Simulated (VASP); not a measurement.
# Ta (Fm-3m) in VASP: a series of runs, part 2 of 2

VASP 6.6.1. Earlier steps stand in the parts before.

## Step 6: Single point, PBE

This run uses another cell than the first one, of 18.83 Å³/atom, 0.962 times its volume.

Input file INCAR:

```
SYSTEM = Ta
ALGO = Normal
EDIFF = 1E-6
ENCUT = 520
GGA = PE
ISIF = 2
ISMEAR = -1
LASPH = .TRUE.
LCHARG = .FALSE.
LREAL = .FALSE.
LWAVE = .FALSE.
NBANDS = 12
NELM = 80
PREC = Accurate
SIGMA = 0.1
```

Input file KPOINTS:

```
k-points
0
G
  21 21 21
  0 0 0
```

Input file POSCAR:

```
Ta
1.0
    0.0000000000      2.1115012946      2.1115012946
    2.1115012946      0.0000000000      2.1115012946
    2.1115012946      2.1115012946      0.0000000000
Ta
1
Direct
    0.0000000000      0.0000000000      0.0000000000
```

Potentials or basis: VASP PAW PBE potentials, release 64 (Ta_pv).

Started as:

```sh
$ cat potpaw_PBE.64/Ta_pv/POTCAR > POTCAR
$ mpirun -np 1 vasp_std > vasp.out
```

OUTCAR:

```text
SYSTEM = Ta
   EDIFF = 1E-6
   ENCUT = 520
   GGA = PE
   ISIF = 2
   ISMEAR = -1
   LASPH = .TRUE.
   LREAL = .FALSE.
   NELM = 80
   PREC = Accurate

 ion  position               nearest neighbor table
   1  0.000  0.000  0.000-

  LATTYP: Found a face centered cubic cell.
 ALAT       =     4.2230025892

  Lattice vectors:

 A1 = (   0.0000000000,   2.1115012946,   2.1115012946)
 A2 = (   2.1115012946,   0.0000000000,   2.1115012946)
 A3 = (   2.1115012946,   2.1115012946,   0.0000000000)

Analysis of symmetry for initial positions (statically):
=====================================================================
 Subroutine PRICEL returns:
 Original cell was already a primitive cell.

 Routine SETGRP: Setting up the symmetry group for a
 face centered cubic supercell.

 Subroutine GETGRP returns: Found 48 space group operations
 (whereof 48 operations were pure point group operations)
 out of a pool of 48 trial point group operations.

The static configuration has the point symmetry O_h .

Analysis of symmetry for dynamics (positions and initial velocities):
=====================================================================
 Subroutine PRICEL returns:
 Original cell was already a primitive cell.

 Routine SETGRP: Setting up the symmetry group for a
 face centered cubic supercell.

 Subroutine GETGRP returns: Found 48 space group operations
 (whereof 48 operations were pure point group operations)
 out of a pool of 48 trial point group operations.

The dynamic configuration has the point symmetry O_h .

 Subroutine INISYM returns: Found 48 space group operations
 (whereof 48 operations are pure point group operations),
 and found     1 'primitive' translations

----------------------------------------------------------------------------------------

                                     Primitive cell

  volume of cell :      18.8280

  direct lattice vectors                    reciprocal lattice vectors
     0.000000000  2.111501295  2.111501295    -0.236798339  0.236798339  0.236798339
[... 101 lines left out ...]
   IALGO  =     38    algorithm
   IMIX   =      4    mixing-type and parameters
     AMIX     =   0.40;   BMIX     =  1.00
     AMIX_MAG =   1.60;   BMIX_MAG =  1.00
  volume/ion in A,a.u.               =      18.83       127.06
  Fermi-wavevector in a.u.,A,eV,Ry     =   1.368583  2.586246 25.483965  1.873019
  Thomas-Fermi vector in A             =   2.494534
   LORBIT       =      0    0 simple, 1 ext, 2 COOP (PROOUT), +10 PAW based schemes
   GGA     = PE    functional components
[... 5 lines left out ...]
 non-spin polarized calculation
  energy-cutoff  :      520.00
  volume of cell :       18.83
 maximum number of plane-waves:       531
   NGX = 11   NGY = 11   NGZ = 11

 number of electron      11.0000001 magnetization

 Free energy of the ion-electron system (eV)
  ---------------------------------------------------
  ext. energy  EPLUGINS =         0.00000000
  ---------------------------------------------------
  free energy    TOTEN  =       -11.59413448 eV

  energy without entropy =      -11.55347680  energy(sigma->0) =      -11.57380564

 E-fermi :   5.5126     XC(G=0): -12.3962

 val. band max:        5.5067553961   @ k =  -0.3810   0.1905   0.0476
 cond. band min:       5.5172001421   @ k =  -0.4286   0.1905   0.0000
 fundamental gap:      0.0104447459
 Fermi energy:         5.5126375088

 k-point     1 :       0.0000    0.0000    0.0000
  band No.  band energies     occupation
      1     -28.1347      2.00000
      2     -28.1347      2.00000
      3     -28.1347      2.00000
      4      -2.6147      2.00000
      5       5.9503      0.02483
      6       5.9503      0.02483
      7       5.9503      0.02483
      8       8.9367      0.00000
      9       8.9367      0.00000
     10      17.9554      0.00000
     11      19.6280      0.00000
     12      22.8004      0.00000
[... 331 lines left out ...]
 k-point    24 :      -0.3810    0.0476    0.0000
  band No.  band energies     occupation
      1     -29.0380      2.00000
      2     -28.2797      2.00000
      3     -28.2514      2.00000
      4       0.8273      2.00000
      5       5.3766      1.59169
      6       5.8263      0.08320
      7       5.9276      0.03105
      8      10.3305      0.00000
      9      11.0165      0.00000
     10      16.1583      0.00000
     11      18.7828      0.00000
     12      19.6369      0.00000

 [... further k-points ...]
[... 5 lines left out ...]
  --------------------------------------------------------------------------------------
  -------------------------------------------------------------------------------------
  Total        0.0164554      0.0164554      0.0164554      0.0000000     -0.0000000      0.0000000
  in kB        1.4002813      1.4002813      1.4002813      0.0000000     -0.0000000      0.0000000
  external PRESSURE =       1.4002813 kB  Pullay stress =       0.0000000 kB

 VOLUME and BASIS-vectors are now :
 -----------------------------------------------------------------------------
  energy-cutoff  :      520.00
  volume of cell :       18.83
      direct lattice vectors                 reciprocal lattice vectors
     0.000000000  2.111501295  2.111501295    -0.236798339  0.236798339  0.236798339
     2.111501295  0.000000000  2.111501295     0.236798339 -0.236798339  0.236798339
     2.111501295  2.111501295  0.000000000     0.236798339  0.236798339 -0.236798339

 POSITION                                       TOTAL-FORCE (eV/Angst)
 -----------------------------------------------------------------------------------
      0.00000      0.00000      0.00000         0.000000      0.000000      0.000000
 -----------------------------------------------------------------------------------
    total drift:                               -0.000000      0.000000     -0.000000

  FREE ENERGIE OF THE ION-ELECTRON SYSTEM (eV)
  ---------------------------------------------------
  free  energy   TOTEN  =       -11.5941344812 eV

  energy  without entropy=      -11.5534767979  energy(sigma->0) =      -11.57380564
```

stdout:

```text
POSCAR found type information on POSCAR Ta
 POSCAR found :  1 types and       1 ions
 scaLAPACK will be used
 LDA part: xc-table for (Slater+PW92), standard interpolation
 POSCAR, INCAR and KPOINTS ok, starting setup
 FFT: planning ... GRIDC
 FFT: planning ... GRID_SOFT
 FFT: planning ... GRID
 WAVECAR not read
 entering main loop
```

Wall time 28 s (1 thread of Intel Xeon Platinum 8259CL at 2.50GHz (Skylake/Cascade Lake), shared host); peak memory 0.19 GiB.

What came out:

```
Free energy : -11.5941 eV
Pressure    : 0.1 GPa
```

Caveat: spin-orbit coupling is left out, which moves the levels of the heavy elements.

## Step 7: Single point, PBE, non-collinear spin, zero start, spin-orbit coupling

This run uses another cell than the first one, of 18.83 Å³/atom, 0.962 times its volume.

Input file INCAR:

```
  PREC = Accurate
  ENCUT = 520
  EDIFF = 1E-6
  ISMEAR = -1
  SIGMA = 0.1
  LREAL = False
  LASPH = True
  NELM = 150
  ALGO = Normal
  ISIF = 2
  LWAVE = False
  LCHARG = False
  LNONCOLLINEAR = True
  MAGMOM = 0 0 0
  LORBIT = 11
  LSORBIT = True
  GGA_COMPAT = False
  LORBMOM = True
  LMAXMIX = 4
  GGA = PE
  NBANDS = 22
```

Input file KPOINTS:

```
regular mesh
0
Gamma
  13 13 13
```

POSCAR is that of step 6.

Started as:

```sh
$ cat potpaw_PBE.64/Ta_pv/POTCAR > POTCAR
$ mpirun -np 1 vasp_ncl > vasp.out
```

It took 61 s on 1 thread of Intel Xeon Platinum 8259CL at 2.50GHz (Skylake/Cascade Lake), shared host; peak memory 0.22 GiB.

It converged, with:

| Item | Value |
| --- | --- |
| Free energy | -12.3177 eV |
| Pressure | -0.2 GPa |
| Net moment | 0.00 μB per cell |
| Valence electrons inside the program's atomic spheres | Ta 8.85 |

Moments on the atoms (μB; x, y, z):
```
Ta  0.00 0.00 0.00
```

## Step 8: Summary

```tsv
task	spin	cell	k mesh	cutoff (eV)	gap on the mesh (eV)	pressure (GPa)
single point	off	a = 3.025 Å, angles 60.0°, 1 atom	14 × 14 × 14	520	none	-6.9
single point	off	a = 3.064 Å, angles 60.0°, 1 atom	14 × 14 × 14	520	none	-12.6
single point	off	a = 3.101 Å, angles 60.0°, 1 atom	14 × 14 × 14	520	none	-17.4
relaxation of cell and atoms	off	relaxed from a = 2.945 Å, angles 60.0°, 1 atom	13 × 13 × 13	600	none	0.0
single point	off	a = 2.986 Å, angles 60.0°, 1 atom	21 × 21 × 21	520	none	0.1
single point	non-collinear, zero start, SOC	a = 2.986 Å, angles 60.0°, 1 atom	13 × 13 × 13	520	-	-0.2
```

Alike in all rows: level PBE; potentials or basis VASP PAW PBE potentials, release 64 (Ta_pv); smearing fermi-dirac 0.1 eV.

Caveats: spin-orbit coupling is left out, which moves the levels of the heavy elements (some runs).

Total energies depend on the potentials used, so only differences within one code and one set of settings carry meaning.
